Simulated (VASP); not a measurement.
Here is a VASP 6.6.1 calculation.

The input INCAR:

```
SYSTEM = BAs
PREC = Accurate ; ENCUT = 520
EDIFF = 1E-6 ; ISMEAR = -1
SIGMA = 0.05 ; LREAL = .FALSE.
LASPH = .TRUE. ; NELM = 80
ALGO = Normal ; ISIF = 2
LWAVE = .FALSE. ; LCHARG = .FALSE.
GGA = PS ; NBANDS = 11
```

KPOINTS

```
Automatic mesh
0
G
  10 10 10
  0 0 0
```

File POSCAR:

```
BAs
1.0
    0.0000000000      2.2955918700      2.2955918700
    2.2955918700      0.0000000000      2.2955918700
    2.2955918700      2.2955918700      0.0000000000
As B
1 1
Direct
    0.7500000000      0.7500000000      0.7500000000
    0.0000000000      0.0000000000      0.0000000000
```

Potentials or basis: VASP PAW PBE potentials, release 64 (As, B).

Launch:

```console
$ cat potpaw_PBE.64/As/POTCAR potpaw_PBE.64/B/POTCAR > POTCAR
$ mpirun -np 1 vasp_std > vasp.out
```

(1) What does it give for the band gap on the k mesh?

(2) Estimate the pressure.

Answers

(1) 0.95 eV (least direct gap 3.40 eV).

(2) 21.4 GPa.

Caveat: the cell stands under pressure; the PAW data sets were made with another functional, which shifts forces and pressure a little.
